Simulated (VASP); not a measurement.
# GaSi3 (Pm-3m) in VASP: a series of runs

Runs on GaSi3. Level: PBE. Tasks: single point, relaxation of cell and atoms.

All numbers are computed with VASP 6.6.1; they aren't measurements. Logs are shortened: lines on timing, memory, paths and dates and some standing lists are left out, and cuts for length are marked.

## 1. The cell of the first run

The structure is cubic, space group Pm-3m (No. 221). The conventional cell has a = 3.933 Å, b = 3.933 Å, c = 3.933 Å, α = 90.00°, β = 90.00°, γ = 90.00°. Within 3.7 Å of Ga (site symmetry m-3m) lie 12 Si at 2.78 Å. Si (site symmetry 4/mmm) has 4 Ga at 2.78 Å and 8 Si at 2.78 Å within 3.7 Å.

## 2. Single point, PBE

Input file INCAR:

```
SYSTEM = GaSi3
ALGO = Normal
EDIFF = 1E-7
ENCUT = 520
GGA = PE
ISIF = 2
ISMEAR = 0
LASPH = .True.
LCHARG = .True.
LELF = .True.
LREAL = .False.
LVHAR = .True.
LWAVE = .False.
NBANDS = 20
NELM = 80
PREC = Accurate
SIGMA = 0.1
```

Input file KPOINTS:

```
k-points
0
Gamma
  4 4 4
  0 0 0
```

Input file POSCAR:

```
GaSi3
1.0
    3.9329546517      0.0000000000      0.0000000000
    0.0000000000      3.9329546517      0.0000000000
    0.0000000000      0.0000000000      3.9329546517
Ga Si
1 3
Direct
    0.0000000000      0.0000000000      0.0000000000
    0.0000000000      0.5000000000      0.5000000000
    0.5000000000      0.0000000000      0.5000000000
    0.5000000000      0.5000000000      0.0000000000
```

Potentials or basis: VASP PAW PBE potentials, release 64 (Ga_d, Si).

On the command line:

```
$ cat potpaw_PBE.64/Ga_d/POTCAR potpaw_PBE.64/Si/POTCAR > POTCAR
$ mpirun -np 1 vasp_std > vasp.out
```

OUTCAR:

```text
SYSTEM = GaSi3
   EDIFF = 1E-7
   ENCUT = 520
   GGA = PE
   ISIF = 2
   ISMEAR = 0
   LASPH = .True.
   LREAL = .False.
   NELM = 80
   PREC = Accurate

 ion  position               nearest neighbor table
   1  0.000  0.000  0.000-   2 2.78   3 2.78   4 2.78   2 2.78   3 2.78   2 2.78   4 2.78   2 2.78
                             3 2.78   4 2.78   3 2.78   4 2.78
   2  0.000  0.500  0.500-   1 2.78   3 2.78   4 2.78   1 2.78   4 2.78   1 2.78   3 2.78   1 2.78
                             3 2.78   4 2.78   4 2.78   3 2.78
   3  0.500  0.000  0.500-   1 2.78   2 2.78   4 2.78   1 2.78   4 2.78   2 2.78   4 2.78   4 2.78
                             1 2.78   2 2.78   1 2.78   2 2.78
   4  0.500  0.500  0.000-   1 2.78   2 2.78   3 2.78   2 2.78   3 2.78   1 2.78   3 2.78   3 2.78
                             1 2.78   2 2.78   2 2.78   1 2.78

  LATTYP: Found a simple cubic cell.
 ALAT       =     3.9329546517

  Lattice vectors:

 A1 = (   3.9329546517,   0.0000000000,   0.0000000000)
 A2 = (   0.0000000000,   3.9329546517,   0.0000000000)
 A3 = (   0.0000000000,   0.0000000000,   3.9329546517)

Analysis of symmetry for initial positions (statically):
=====================================================================
 Subroutine PRICEL returns:
 Original cell was already a primitive cell.

 Routine SETGRP: Setting up the symmetry group for a
 simple cubic supercell.

 Subroutine GETGRP returns: Found 48 space group operations
 (whereof 48 operations were pure point group operations)
 out of a pool of 48 trial point group operations.

The static configuration has the point symmetry O_h .

Analysis of symmetry for dynamics (positions and initial velocities):
=====================================================================
 Subroutine PRICEL returns:
 Original cell was already a primitive cell.

 Routine SETGRP: Setting up the symmetry group for a
 simple cubic supercell.

 Subroutine GETGRP returns: Found 48 space group operations
 (whereof 48 operations were pure point group operations)
 out of a pool of 48 trial point group operations.

The dynamic configuration has the point symmetry O_h .

 Subroutine INISYM returns: Found 48 space group operations
 (whereof 48 operations are pure point group operations),
 and found     1 'primitive' translations

----------------------------------------------------------------------------------------

                                     Primitive cell

  volume of cell :      60.8355

  direct lattice vectors                    reciprocal lattice vectors
     3.932954652  0.000000000  0.000000000     0.254261767  0.000000000  0.000000000
     0.000000000  3.932954652  0.000000000     0.000000000  0.254261767  0.000000000
     0.000000000  0.000000000  3.932954652     0.000000000  0.000000000  0.254261767

  length of vectors
     3.932954652  3.932954652  3.932954652     0.254261767  0.254261767  0.254261767

  position of ions in fractional coordinates (direct lattice)
     0.000000000  0.000000000  0.000000000
     0.000000000  0.500000000  0.500000000
     0.500000000  0.000000000  0.500000000
     0.500000000  0.500000000  0.000000000

  ion indices of the primitive-cell ions
   primitive index   ion index
                 1           1
                 2           2
                 3           3
                 4           4

----------------------------------------------------------------------------------------

 KPOINTS: k-points

Automatic generation of k-mesh.
 Grid dimensions read from file:
 generate k-points for:    4    4    4

 Generating k-lattice:

  Cartesian coordinates                     Fractional coordinates (reciprocal lattice)
     0.063565442  0.000000000  0.000000000     0.250000000  0.000000000  0.000000000
     0.000000000  0.063565442  0.000000000     0.000000000  0.250000000  0.000000000
     0.000000000  0.000000000  0.063565442     0.000000000  0.000000000  0.250000000

  Length of vectors
     0.063565442  0.063565442  0.063565442

  Shift w.r.t. Gamma in fractional coordinates (k-lattice)
     0.000000000  0.000000000  0.000000000

 Subroutine IBZKPT returns following result:
 ===========================================

 Found     10 irreducible k-points:

 Following reciprocal coordinates:
            Coordinates               Weight
  0.000000  0.000000  0.000000      1.000000
  0.250000  0.000000  0.000000      6.000000
  0.500000  0.000000  0.000000      3.000000
  0.250000  0.250000  0.000000     12.000000
  0.500000  0.250000  0.000000     12.000000
  0.500000  0.500000  0.000000      3.000000
  0.250000  0.250000  0.250000      8.000000
  0.500000  0.250000  0.250000     12.000000
  0.500000  0.500000  0.250000      6.000000
  0.500000  0.500000  0.500000      1.000000
   k-points           NKPTS =     10   k-points in BZ     NKDIM =     10   number of bands    NBANDS=     20
   number of dos      NEDOS =    301   number of ions     NIONS =      4
   total plane-waves  NPLWV =  27000
   dimension x,y,z NGX =    30 NGY =   30 NGZ =   30
   dimension x,y,z NGXF=    60 NGYF=   60 NGZF=   60
   ions per type =               1   3
   NGX,Y,Z   is equivalent  to a cutoff of  12.68, 12.68, 12.68 a.u.
   NGXF,Y,Z  is equivalent  to a cutoff of  25.36, 25.36, 25.36 a.u.
 SYSTEM =  GaSi3
   PREC   = accura    normal or accurate (medium, high low for compatibility)
   ISTART =      0    job   : 0-new  1-cont  2-samecut
   ICHARG =      2    charge: 1-file 2-atom 10-const
   ISPIN  =      1    spin polarized calculation?
   LNONCOLLINEAR =      F non collinear calculations
   LSORBIT =      F    spin-orbit coupling
   LASPH  =      T    aspherical Exc in radial PAW
   ENCUT  =  520.0 eV  38.22 Ry    6.18 a.u.   7.31  7.31  7.31*2*pi/ulx,y,z
   NELM   =     80;   NELMIN=  2; NELMDL= -5     # of ELM steps
   EDIFF  = 0.1E-06   stopping-criterion for ELM
   LREAL  =      F    real-space projection
   EDIFFG = 0.1E-05   stopping-criterion for IOM
   NSW    =      0    number of steps for IOM
   IBRION =     -1    ionic relax: 0-MD 1-quasi-New 2-CG
   NFREE  =      0    steps in history (QN), initial steepest desc. (CG)
   ISIF   =      2    stress and relaxation
   ISYM   =      2    0-nonsym 1-usesym 2-fastsym
   POTIM  = 0.5000    time-step for ionic-motion
   TEBEG  =    0.0;   TEEND  =   0.0 temperature during run
   PSTRESS=    0.0 pullay stress
   NELECT =      25.0000    total number of electrons
   NUPDOWN=      -1.0000    fix difference up-down
   EMIN   =  10.00;   EMAX   =-10.00  energy-range for DOS
   EFERMI =   0.00;   METHOD = LEGACY
   ISMEAR =     0;   SIGMA  =   0.10  broadening in eV -4-tet -1-fermi 0-gaus
   EFERMI_NEDOS =   21; number of points for ismear=-14 and -15
   IALGO  =     38    algorithm
   IMIX   =      4    mixing-type and parameters
     AMIX     =   0.40;   BMIX     =  1.00
     AMIX_MAG =   1.60;   BMIX_MAG =  1.00
  volume/ion in A,a.u.               =      15.21       102.63
  Fermi-wavevector in a.u.,A,eV,Ry     =   1.217127  2.300037 20.155645  1.481398
  Thomas-Fermi vector in A             =   2.352458
   LORBIT       =      0    0 simple, 1 ext, 2 COOP (PROOUT), +10 PAW based schemes
   GGA     = PE    functional components
   LHFCALC =     F    Hartree Fock is set to
   AEXX    =    0.0000 exact exchange contribution
   IVDW    =     0    specifies the selected vdW correction
   LEPSILON=     F    determine dielectric tensor
   LRPA    =     F    only Hartree local field effects (RPA)
 non-spin polarized calculation
 Gauss-broadening in eV      SIGMA  =   0.10
  energy-cutoff  :      520.00
  volume of cell :       60.84
 maximum number of plane-waves:      1666
 NGX is ok and might be reduce to    30
   NGX = 15   NGY = 15   NGZ = 15

 number of electron      24.9999988 magnetization

 Free energy of the ion-electron system (eV)
  ---------------------------------------------------
  ext. energy  EPLUGINS =         0.00000000
  ---------------------------------------------------
  free energy    TOTEN  =       -17.45320337 eV

  energy without entropy =      -17.43903523  energy(sigma->0) =      -17.44611930

 E-fermi :   9.4998     XC(G=0): -11.2853

 val. band max:        9.1986330251   @ k =   0.5000   0.5000   0.0000
 cond. band min:       9.5018597696   @ k =   0.2500   0.0000   0.0000
 fundamental gap:      0.3032267444
 Fermi energy:         9.4998254754

 k-point     1 :       0.0000    0.0000    0.0000
  band No.  band energies     occupation
      1      -5.8998      2.00000
      2      -5.8998      2.00000
      3      -5.8609      2.00000
      4      -5.8609      2.00000
      5      -5.8609      2.00000
      6      -4.6661      2.00000
[... 12 lines left out ...]
     19      14.4236      0.00000
     20      14.4236      0.00000

 k-point     2 :       0.2500    0.0000    0.0000
  band No.  band energies     occupation
      1      -5.8955      2.00000
      2      -5.8824      2.00000
      3      -5.8716      2.00000
      4      -5.8716      2.00000
      5      -5.8599      2.00000
      6      -4.0731      2.00000
[... 12 lines left out ...]
     19      14.9182      0.00000
     20      16.9291      0.00000

 k-point     3 :       0.5000    0.0000    0.0000
  band No.  band energies     occupation
      1      -5.8911      2.00000
      2      -5.8823      2.00000
      3      -5.8823      2.00000
      4      -5.8665      2.00000
      5      -5.8589      2.00000
      6      -2.4801      2.00000
[... 12 lines left out ...]
     19      15.4726      0.00000
     20      15.4929      0.00000

 k-point     4 :       0.2500    0.2500    0.0000
  band No.  band energies     occupation
      1      -5.8928      2.00000
      2      -5.8852      2.00000
      3      -5.8708      2.00000
      4      -5.8696      2.00000
      5      -5.8672      2.00000
      6      -3.4762      2.00000
[... 12 lines left out ...]
     19      14.7345      0.00000
     20      15.0266      0.00000

 k-point     5 :       0.5000    0.2500    0.0000
  band No.  band energies     occupation
      1      -5.9104      2.00000
      2      -5.8807      2.00000
      3      -5.8804      2.00000
      4      -5.8688      2.00000
      5      -5.8492      2.00000
      6      -1.8670      2.00000
[... 12 lines left out ...]
     19      12.9083      0.00000
     20      16.4437      0.00000

 k-point     6 :       0.5000    0.5000    0.0000
  band No.  band energies     occupation
      1      -5.9360      2.00000
      2      -5.8786      2.00000
      3      -5.8786      2.00000
      4      -5.8746      2.00000
      5      -5.8287      2.00000
      6      -0.0885      2.00000
[... 12 lines left out ...]
     19      16.7587      0.00000
     20      17.3170      0.00000

 k-point     7 :       0.2500    0.2500    0.2500
  band No.  band energies     occupation
      1      -5.8938      2.00000
      2      -5.8865      2.00000
      3      -5.8865      2.00000
      4      -5.8632      2.00000
      5      -5.8632      2.00000
      6      -2.8792      2.00000
[... 12 lines left out ...]
     19      14.6694      0.00000
     20      16.9346      0.00000

 k-point     8 :       0.5000    0.2500    0.2500
  band No.  band energies     occupation
      1      -5.9095      2.00000
      2      -5.9014      2.00000
      3      -5.8854      2.00000
      4      -5.8610      2.00000
      5      -5.8428      2.00000
      6      -1.2658      2.00000
[... 12 lines left out ...]
     19      16.3631      0.00000
     20      16.7451      0.00000

 k-point     9 :       0.5000    0.5000    0.2500
  band No.  band energies     occupation
      1      -5.9288      2.00000
      2      -5.9006      2.00000
      3      -5.9006      2.00000
      4      -5.8509      2.00000
      5      -5.8281      2.00000
      6       0.4595      2.00000
[... 12 lines left out ...]
     19      16.9477      0.00000
     20      17.9432      0.00000

 k-point    10 :       0.5000    0.5000    0.5000
  band No.  band energies     occupation
      1      -5.9219      2.00000
      2      -5.9219      2.00000
      3      -5.9219      2.00000
      4      -5.8275      2.00000
      5      -5.8275      2.00000
      6       1.8572      2.00000
[... 12 lines left out ...]
     19      19.7232      0.00000
     20      19.7368      0.00000

------------------------ aborting loop because EDIFF is reached ----------------------------------------

  FORCE on cell =-STRESS in cart. coord.  units (eV):
  Direction    XX          YY          ZZ          XY          YZ          ZX
  --------------------------------------------------------------------------------------
  -------------------------------------------------------------------------------------
  Total        0.3909044      0.3909044      0.3909044      0.0000000      0.0000000      0.0000000
  in kB       10.2949519     10.2949519     10.2949519      0.0000000      0.0000000      0.0000000
  external PRESSURE =      10.2949519 kB  Pullay stress =       0.0000000 kB

 VOLUME and BASIS-vectors are now :
 -----------------------------------------------------------------------------
  energy-cutoff  :      520.00
  volume of cell :       60.84
      direct lattice vectors                 reciprocal lattice vectors
     3.932954652  0.000000000  0.000000000     0.254261767  0.000000000  0.000000000
     0.000000000  3.932954652  0.000000000     0.000000000  0.254261767  0.000000000
     0.000000000  0.000000000  3.932954652     0.000000000  0.000000000  0.254261767

 POSITION                                       TOTAL-FORCE (eV/Angst)
 -----------------------------------------------------------------------------------
      0.00000      0.00000      0.00000         0.000000      0.000000      0.000000
      0.00000      1.96648      1.96648         0.000000      0.000000      0.000000
      1.96648      0.00000      1.96648         0.000000      0.000000      0.000000
      1.96648      1.96648      0.00000         0.000000      0.000000      0.000000
 -----------------------------------------------------------------------------------
    total drift:                                0.000000     -0.000000     -0.000000

  FREE ENERGIE OF THE ION-ELECTRON SYSTEM (eV)
  ---------------------------------------------------
  free  energy   TOTEN  =       -17.4532033720 eV

  energy  without entropy=      -17.4390352342  energy(sigma->0) =      -17.44611930
```

Run time: 6.3 s. Hardware: 1 thread of Intel Xeon 6975P-C (Granite Rapids), shared host; peak memory 0.16 GiB.

Results:

```
Free energy            : -17.4532 eV
Pressure               : 1.0 GPa
Band gap on the k mesh : zero (an odd number of electrons rules out a gap without spin polarisation)
```

Caveat: the k points lie up to 0.40 Å⁻¹ apart, too coarse for converged energies and pressures of a metal.

## 3. Single point, PBE

This run uses another cell than the first one, of 15.69 Å³/atom.

Input file INCAR:

```
PREC = Accurate
ENCUT = 520
EDIFF = 1E-6
ISMEAR = 0
SIGMA = 0.1
LREAL = F
LASPH = T
NELM = 80
ALGO = Normal
ISIF = 2
LWAVE = F
LCHARG = F
GGA = PE
NBANDS = 20
```

Input file KPOINTS:

```
regular mesh
0
Gamma
  12 12 12
```

Input file POSCAR:

```
GaSi3
1.0
    3.9739005876      0.0000000000      0.0000000000
    0.0000000000      3.9739005876      0.0000000000
    0.0000000000      0.0000000000      3.9739005876
Ga Si
1 3
Direct
    0.0000000000      0.0000000000      0.0000000000
    0.0000000000      0.5000000000      0.5000000000
    0.5000000000      0.0000000000      0.5000000000
    0.5000000000      0.5000000000      0.0000000000
```

Potentials or basis: VASP PAW PBE potentials, release 64 (Ga_d, Si).

On the command line:

```
$ cat potpaw_PBE.64/Ga_d/POTCAR potpaw_PBE.64/Si/POTCAR > POTCAR
$ mpirun -np 1 vasp_std > vasp.out
```

Wall time 29 s (1 thread of Intel Xeon 6975P-C (Granite Rapids), shared host); peak memory 0.23 GiB.

It converged, with:

* Free energy: -17.2880 eV
* Pressure: 0.0 GPa
* Band gap on the k mesh: zero (an odd number of electrons rules out a gap without spin polarisation)

Levels at points of the mesh, in eV from the Fermi level:
```
           k point  band 11  band 12  band 13  band 14  band 15  band 16
(0.00, 0.00, 0.00)    -4.25    -3.33     2.91     2.91     2.91     4.12
(0.50, 0.00, 0.00)    -2.13    -2.13    -1.94    -0.78    -0.69     5.21
(0.50, 0.50, 0.00)    -0.20    -0.20     0.02     0.40     0.40     0.88
(0.50, 0.50, 0.50)    -6.03    -6.03    -5.92     7.80     7.80     7.80
```

## 4. Relaxation of cell and atoms, PBE

Input file INCAR:

```
ALGO = Normal
EDIFF = 1E-7
EDIFFG = -0.01
ENCUT = 600
GGA = PE
IBRION = 2
ISIF = 3
ISMEAR = 0
LASPH = T
LCHARG = F
LREAL = F
LWAVE = F
NELM = 80
NSW = 100
PREC = Accurate
SIGMA = 0.1
```

Input file KPOINTS:

```
k-points
0
Gamma
  12 12 12
```

Input file POSCAR:

```
GaSi3
1.0
    3.9329546517      0.0000000000      0.0000000000
    0.0000000000      3.9329546517      0.0000000000
    0.0000000000      0.0000000000      3.9329546517
Ga Si
1 3
Direct
    0.0000000000      0.0000000000      0.0000000000
    0.0000000000      0.5000000000      0.5000000000
    0.5000000000      0.0000000000      0.5000000000
    0.5000000000      0.5000000000      0.0000000000
```

On the command line:

```
$ cat potpaw_PBE.64/Ga_d/POTCAR potpaw_PBE.64/Si/POTCAR > POTCAR
$ mpirun -np 1 vasp_std > vasp.out
```

It took 59 s on 1 thread of Intel Xeon 6975P-C (Granite Rapids), shared host; peak memory 0.24 GiB.

It converged, with:

- Free energy: -17.2876 eV
- Relaxed volume: 15.70 Å³/atom
- Relaxed cell: a = 3.975 Å, b = 3.975 Å, c = 3.975 Å, α = 90.00°, β = 90.00°, γ = 90.00°
- Space group after relaxing (to 0.1 Å): Pm-3m (No. 221)
- Energy gained by relaxing: 3.8 meV/atom
- Ionic steps: 3
- Pressure after relaxing: 0.0 GPa
- Band gap on the k mesh: zero (an odd number of electrons rules out a gap without spin polarisation)

Step by step:
```
step  energy change (eV)  largest force (eV/Å)  pressure (GPa)  volume (Å³)
   1              0.0000                0.0000            2.59        60.84
   2             -0.0152                0.0000           -0.29        63.03
   3             -0.0154                0.0000           -0.01        62.79
```

Final structure:
```xyz
4
Lattice="3.9746 0.0000 0.0000 0.0000 3.9746 0.0000 0.0000 0.0000 3.9746" Properties=species:S:1:pos:R:3 pbc="T T T"
Ga    0.0000    0.0000    0.0000
Si    0.0000    1.9873    1.9873
Si    1.9873    0.0000    1.9873
Si    1.9873    1.9873    0.0000
```

Levels at points of the mesh, in eV from the Fermi level:
```tsv
k point	band 9	band 10	band 11	band 12	band 13	band 14	band 15	band 16
(0.00, 0.00, 0.00)	-4.64	-4.25	-4.25	-3.33	2.91	2.91	2.91	4.12
(0.50, 0.00, 0.00)	-2.56	-2.56	-2.13	-2.13	-1.95	-0.77	-0.69	5.21
(0.50, 0.50, 0.00)	-8.27	-0.68	-0.20	-0.20	0.02	0.40	0.40	0.88
(0.50, 0.50, 0.50)	-6.46	-6.02	-6.02	-6.02	-5.91	7.80	7.80	7.80
```

## 5. Summary

| task | cell | k mesh | cutoff (eV) | gap on the mesh (eV) | pressure (GPa) |
| --- | --- | --- | --- | --- | --- |
| single point | a = 3.933 Å, 4 atoms | 4 × 4 × 4 | 520 | none | 1.0 |
| single point | a = 3.974 Å, 4 atoms | 12 × 12 × 12 | 520 | none | 0.0 |
| relaxation of cell and atoms | relaxed from a = 3.933 Å, 4 atoms | 12 × 12 × 12 | 600 | none | 0.0 |

Alike in all rows: level PBE; potentials or basis VASP PAW PBE potentials, release 64 (Ga_d, Si); no spin polarisation; smearing gaussian 0.1 eV.

Caveats: some runs use coarse meshes.

Absolute energies hang on the potentials; compare differences alone.
